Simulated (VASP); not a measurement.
# Ti2VC3 in VASP: single point with PBE

Aim: the single point of Ti2VC3 with PBE.

All numbers are computed with VASP 6.6.1; they aren't measurements. Logs are shortened: lines on timing, memory, paths and dates and some standing lists are left out, and cuts for length are marked.

### 1 The cell of the first run

The cell holds a slab with vacuum, 6 atoms: a = 3.064 Å, b = 3.064 Å, c = 20.333 Å, α = 90.00°, β = 90.00°, γ = 90.00°.

### 2 Single point, PBE

Contents of INCAR:

```
PREC = Accurate
ENCUT = 520
EDIFF = 1E-7
ISMEAR = -1
SIGMA = 0.05
LREAL = False
LASPH = True
NELM = 60
ALGO = Normal
ISIF = 2
LWAVE = False
LCHARG = False
LDIPOL = True
IDIPOL = 3
DIPOL = 0.5 0.5 0.500
GGA = PE
NBANDS = 34
```

Contents of KPOINTS:

```
Automatic mesh
0
Gamma
  13 13 1
```

Contents of POSCAR:

```
Ti2VC3
1.0
    3.0637012665      0.0000000000      0.0000000000
    0.0000000000      3.0637012665      0.0000000000
    0.0000000000      0.0000000000     20.3327000000
Ti C V
2 3 1
Direct
    0.2500000000      0.2500000000      0.3973128661
    0.2500000000      0.2500000000      0.6026871337
    0.7500000000      0.7500000000      0.3923184609
    0.2500000000      0.2500000000      0.5000000003
    0.7500000000      0.7500000000      0.6076815387
    0.7500000000      0.7500000000      0.5000000003
```

Potentials or basis: VASP PAW PBE potentials, release 64 (Ti_sv, C, V_sv).

Command:

```
cat potpaw_PBE.64/Ti_sv/POTCAR potpaw_PBE.64/C/POTCAR potpaw_PBE.64/V_sv/POTCAR > POTCAR
mpirun -np 1 vasp_std > vasp.out
```

OUTCAR:

```text
PREC = Accurate
   ENCUT = 520
   EDIFF = 1E-7
   ISMEAR = -1
   LREAL = False
   LASPH = True
   NELM = 60
   ISIF = 2
   GGA = PE

 ion  position               nearest neighbor table
   1  0.250  0.250  0.397-   4 2.09   3 2.17   3 2.17   3 2.17   3 2.17
   2  0.250  0.250  0.603-   4 2.09   5 2.17   5 2.17   5 2.17   5 2.17
   3  0.750  0.750  0.392-   1 2.17   1 2.17   1 2.17   1 2.17   6 2.19
   4  0.250  0.250  0.500-   2 2.09   1 2.09   6 2.17   6 2.17   6 2.17   6 2.17
   5  0.750  0.750  0.608-   2 2.17   2 2.17   2 2.17   2 2.17   6 2.19
   6  0.750  0.750  0.500-   4 2.17   4 2.17   4 2.17   4 2.17   5 2.19   3 2.19

  LATTYP: Found a simple tetragonal cell.
 ALAT       =     3.0637012665
 C/A-ratio  =     6.6366457534

  Lattice vectors:

 A1 = (   3.0637012665,   0.0000000000,   0.0000000000)
 A2 = (   0.0000000000,   3.0637012665,   0.0000000000)
 A3 = (   0.0000000000,   0.0000000000,  20.3327000000)

Analysis of symmetry for initial positions (statically):
=====================================================================
 Subroutine PRICEL returns:
 Original cell was already a primitive cell.

 Routine SETGRP: Setting up the symmetry group for a
 simple tetragonal supercell.

 Subroutine GETGRP returns: Found 16 space group operations
 (whereof  4 operations were pure point group operations)
 out of a pool of 16 trial point group operations.

The static configuration has the point symmetry C_2v.
 The point group associated with its full space group is D_4h.

Analysis of symmetry for dynamics (positions and initial velocities):
=====================================================================
 Subroutine PRICEL returns:
 Original cell was already a primitive cell.

 Routine SETGRP: Setting up the symmetry group for a
 simple tetragonal supercell.

 Subroutine GETGRP returns: Found 16 space group operations
 (whereof  4 operations were pure point group operations)
 out of a pool of 16 trial point group operations.

The dynamic configuration has the point symmetry C_2v.
 The point group associated with its full space group is D_4h.

 Subroutine INISYM returns: Found 16 space group operations
 (whereof  4 operations are pure point group operations),
 and found     1 'primitive' translations

----------------------------------------------------------------------------------------

                                     Primitive cell

  volume of cell :     190.8481

  direct lattice vectors                    reciprocal lattice vectors
     3.063701266  0.000000000  0.000000000     0.326402581  0.000000000  0.000000000
     0.000000000  3.063701266  0.000000000     0.000000000  0.326402581  0.000000000
     0.000000000  0.000000000 20.332700000     0.000000000  0.000000000  0.049181860

  length of vectors
     3.063701266  3.063701266 20.332700000     0.326402581  0.326402581  0.049181860

  position of ions in fractional coordinates (direct lattice)
     0.250000000  0.250000000  0.397312866
     0.250000000  0.250000000  0.602687134
     0.750000000  0.750000000  0.392318461
     0.250000000  0.250000000  0.500000000
     0.750000000  0.750000000  0.607681539
     0.750000000  0.750000000  0.500000000

  ion indices of the primitive-cell ions
   primitive index   ion index
                 1           1
                 2           2
                 3           3
                 4           4
                 5           5
                 6           6

----------------------------------------------------------------------------------------

 KPOINTS: Automatic mesh

Automatic generation of k-mesh.
 Grid dimensions read from file:
 generate k-points for:   13   13    1

 Generating k-lattice:

  Cartesian coordinates                     Fractional coordinates (reciprocal lattice)
     0.025107891  0.000000000  0.000000000     0.076923077  0.000000000  0.000000000
     0.000000000  0.025107891  0.000000000     0.000000000  0.076923077  0.000000000
     0.000000000  0.000000000  0.049181860     0.000000000  0.000000000  1.000000000

  Length of vectors
     0.025107891  0.025107891  0.049181860

  Shift w.r.t. Gamma in fractional coordinates (k-lattice)
     0.000000000  0.000000000  0.000000000

 Subroutine IBZKPT returns following result:
 ===========================================

 Found     28 irreducible k-points:

 Following reciprocal coordinates:
            Coordinates               Weight
  0.000000  0.000000  0.000000      1.000000
  0.076923  0.000000  0.000000      4.000000
  0.153846  0.000000  0.000000      4.000000
  0.230769  0.000000  0.000000      4.000000
  0.307692  0.000000  0.000000      4.000000
  0.384615  0.000000  0.000000      4.000000
[... 16 lines left out ...]
  0.307692  0.307692  0.000000      4.000000
  0.384615  0.307692  0.000000      8.000000
 [... further k-points ...]
   k-points           NKPTS =     28   k-points in BZ     NKDIM =     28   number of bands    NBANDS=     34
   number of dos      NEDOS =    301   number of ions     NIONS =      6
   total plane-waves  NPLWV =  92160
   dimension x,y,z NGX =    24 NGY =   24 NGZ =  160
   dimension x,y,z NGXF=    48 NGYF=   48 NGZF=  320
   ions per type =               2   3   1
   NGX,Y,Z   is equivalent  to a cutoff of  13.02, 13.02, 13.08 a.u.
   NGXF,Y,Z  is equivalent  to a cutoff of  26.05, 26.05, 26.16 a.u.
 SYSTEM =  unknown system
   PREC   = accura    normal or accurate (medium, high low for compatibility)
   ISTART =      0    job   : 0-new  1-cont  2-samecut
   ICHARG =      2    charge: 1-file 2-atom 10-const
   ISPIN  =      1    spin polarized calculation?
   LNONCOLLINEAR =      F non collinear calculations
   LSORBIT =      F    spin-orbit coupling
   LASPH  =      T    aspherical Exc in radial PAW
   ENCUT  =  520.0 eV  38.22 Ry    6.18 a.u.   5.70  5.70 37.81*2*pi/ulx,y,z
   NELM   =     60;   NELMIN=  2; NELMDL= -5     # of ELM steps
   EDIFF  = 0.1E-06   stopping-criterion for ELM
   LREAL  =      F    real-space projection
   EDIFFG = 0.1E-05   stopping-criterion for IOM
   NSW    =      0    number of steps for IOM
   IBRION =     -1    ionic relax: 0-MD 1-quasi-New 2-CG
   NFREE  =      0    steps in history (QN), initial steepest desc. (CG)
   ISIF   =      2    stress and relaxation
   ISYM   =      2    0-nonsym 1-usesym 2-fastsym
   POTIM  = 0.5000    time-step for ionic-motion
   TEBEG  =    0.0;   TEEND  =   0.0 temperature during run
   PSTRESS=    0.0 pullay stress
   NELECT =      49.0000    total number of electrons
   NUPDOWN=      -1.0000    fix difference up-down
   EMIN   =  10.00;   EMAX   =-10.00  energy-range for DOS
   EFERMI =   0.00;   METHOD = LEGACY
   ISMEAR =    -1;   SIGMA  =   0.05  broadening in eV -4-tet -1-fermi 0-gaus
   EFERMI_NEDOS =   21; number of points for ismear=-14 and -15
   IALGO  =     38    algorithm
   IMIX   =      4    mixing-type and parameters
     AMIX     =   0.40;   BMIX     =  1.00
     AMIX_MAG =   1.60;   BMIX_MAG =  1.00
  volume/ion in A,a.u.               =      31.81       214.65
  Fermi-wavevector in a.u.,A,eV,Ry     =   1.040505  1.966270 14.730360  1.082651
  Thomas-Fermi vector in A             =   2.175084
   LORBIT       =      0    0 simple, 1 ext, 2 COOP (PROOUT), +10 PAW based schemes
   GGA     = PE    functional components
   LHFCALC =     F    Hartree Fock is set to
   AEXX    =    0.0000 exact exchange contribution
   IVDW    =     0    specifies the selected vdW correction
   LEPSILON=     F    determine dielectric tensor
   LRPA    =     F    only Hartree local field effects (RPA)
 non-spin polarized calculation
  energy-cutoff  :      520.00
  volume of cell :      190.85
 maximum number of plane-waves:      5178
 NGX is ok and might be reduce to    24
   NGX = 11   NGY = 11   NGZ = 75

 number of electron      49.0000010 magnetization

 dipolmoment           0.000000      0.000000      0.000000 electrons x Angstroem

 Free energy of the ion-electron system (eV)
  ---------------------------------------------------
  ext. energy  EPLUGINS =         0.00000000
  ---------------------------------------------------
  free energy    TOTEN  =       -54.51477037 eV

  energy without entropy =      -54.49465073  energy(sigma->0) =      -54.50471055

 E-fermi :   0.2974     XC(G=0):  -4.9122

 val. band max:        0.2879156032   @ k =   0.0769   0.0769   0.0000
 cond. band min:       0.3090839029   @ k =   0.2308   0.1538   0.0000
 fundamental gap:      0.0211682998
 Fermi energy:         0.2974322096

 k-point     1 :       0.0000    0.0000    0.0000
  band No.  band energies     occupation
      1     -64.7027      2.00000
      2     -56.4070      2.00000
      3     -56.4068      2.00000
      4     -38.5217      2.00000
      5     -38.5217      2.00000
      6     -38.3942      2.00000
[... 26 lines left out ...]
     33       2.6095      0.00000
     34       3.1670      0.00000

 k-point     2 :       0.0769    0.0000    0.0000
  band No.  band energies     occupation
      1     -64.7020      2.00000
      2     -56.4056      2.00000
      3     -56.4055      2.00000
      4     -38.5300      2.00000
      5     -38.5207      2.00000
      6     -38.3934      2.00000
[... 26 lines left out ...]
     33       3.1393      0.00000
     34       3.1486      0.00000

 k-point     3 :       0.1538    0.0000    0.0000
  band No.  band energies     occupation
      1     -64.7001      2.00000
      2     -56.4019      2.00000
      3     -56.4018      2.00000
      4     -38.5529      2.00000
      5     -38.5178      2.00000
      6     -38.3913      2.00000
[... 26 lines left out ...]
     33       3.1337      0.00000
     34       3.5102      0.00000

 k-point     4 :       0.2308    0.0000    0.0000
  band No.  band energies     occupation
      1     -64.6974      2.00000
      2     -56.3966      2.00000
      3     -56.3965      2.00000
      4     -38.5851      2.00000
      5     -38.5137      2.00000
      6     -38.3883      2.00000
[... 26 lines left out ...]
     33       3.2358      0.00000
     34       3.5675      0.00000

 k-point     5 :       0.3077    0.0000    0.0000
  band No.  band energies     occupation
      1     -64.6945      2.00000
      2     -56.3910      2.00000
      3     -56.3909      2.00000
      4     -38.6190      2.00000
      5     -38.5093      2.00000
      6     -38.3850      2.00000
[... 621 lines left out ...]
 k-point    22 :       0.4615    0.2308    0.0000
  band No.  band energies     occupation
      1     -64.6854      2.00000
      2     -56.3735      2.00000
      3     -56.3734      2.00000
      4     -38.6529      2.00000
      5     -38.5651      2.00000
      6     -38.3744      2.00000
[... 26 lines left out ...]
     33       3.8511      0.00000
     34       3.9825      0.00000

 k-point    23 :       0.3077    0.3077    0.0000
  band No.  band energies     occupation
      1     -64.6863      2.00000
      2     -56.3751      2.00000
      3     -56.3751      2.00000
      4     -38.6059      2.00000
      5     -38.6034      2.00000
      6     -38.3753      2.00000
[... 26 lines left out ...]
     33       3.9805      0.00000
     34       4.0561      0.00000

 k-point    24 :       0.3846    0.3077    0.0000
  band No.  band energies     occupation
      1     -64.6839      2.00000
      2     -56.3705      2.00000
      3     -56.3704      2.00000
      4     -38.6321      2.00000
      5     -38.6004      2.00000
      6     -38.3725      2.00000
[... 26 lines left out ...]
     33       3.9746      0.00000
     34       3.9835      0.00000

 [... further k-points ...]

------------------------ aborting loop because EDIFF is reached ----------------------------------------

 vacuum level on the upper side and lower side of the slab       (xc-potential included)        -0.068        -0.068

  FORCE on cell =-STRESS in cart. coord.  units (eV):
  Direction    XX          YY          ZZ          XY          YZ          ZX
  --------------------------------------------------------------------------------------
  -------------------------------------------------------------------------------------
  Total       -7.9976117     -7.9976117     -3.7910232     -0.0000000      0.0000000     -0.0000000
  in kB      -67.1402592    -67.1402592    -31.8257864     -0.0000000      0.0000000     -0.0000000
  external PRESSURE =     -55.3687682 kB  Pullay stress =       0.0000000 kB

 VOLUME and BASIS-vectors are now :
 -----------------------------------------------------------------------------
  energy-cutoff  :      520.00
  volume of cell :      190.85
      direct lattice vectors                 reciprocal lattice vectors
     3.063701266  0.000000000  0.000000000     0.326402581  0.000000000  0.000000000
     0.000000000  3.063701266  0.000000000     0.000000000  0.326402581  0.000000000
     0.000000000  0.000000000 20.332700000     0.000000000  0.000000000  0.049181860

 POSITION                                       TOTAL-FORCE (eV/Angst)
 -----------------------------------------------------------------------------------
      0.76593      0.76593      8.07844        -0.000000     -0.000000      0.630714
      0.76593      0.76593     12.25426         0.000000      0.000000     -0.630714
      2.29778      2.29778      7.97689         0.000000      0.000000      0.258165
      0.76593      0.76593     10.16635         0.000000      0.000000      0.000000
      2.29778      2.29778     12.35581         0.000000     -0.000000     -0.258165
      2.29778      2.29778     10.16635         0.000000     -0.000000      0.000000
 -----------------------------------------------------------------------------------
    total drift:                                0.000000      0.000000      0.000047

  FREE ENERGIE OF THE ION-ELECTRON SYSTEM (eV)
  ---------------------------------------------------
  free  energy   TOTEN  =       -54.5147703728 eV

  energy  without entropy=      -54.4946507296  energy(sigma->0) =      -54.50471055

 vacuum level on the upper side and lower side of the slab         4.288         4.288
```

Run time: 7.8 min. Hardware: 1 thread of Intel Xeon 8259CL, shared host; peak memory 0.4 GiB.

What came out:

- Free energy: -54.5148 eV
- Largest force: 0.631 eV/Å
- Band gap on the k mesh: zero (an odd number of electrons rules out a gap without spin polarisation)

Forces on the atoms (eV/Å):
```
Ti   0.000  0.000  0.631
Ti   0.000  0.000 -0.631
C    0.000  0.000  0.258
C    0.000  0.000  0.000
C    0.000  0.000 -0.258
V    0.000  0.000  0.000
```

The gap in the log of VASP goes by the Fermi energy; the results here count the filled bands.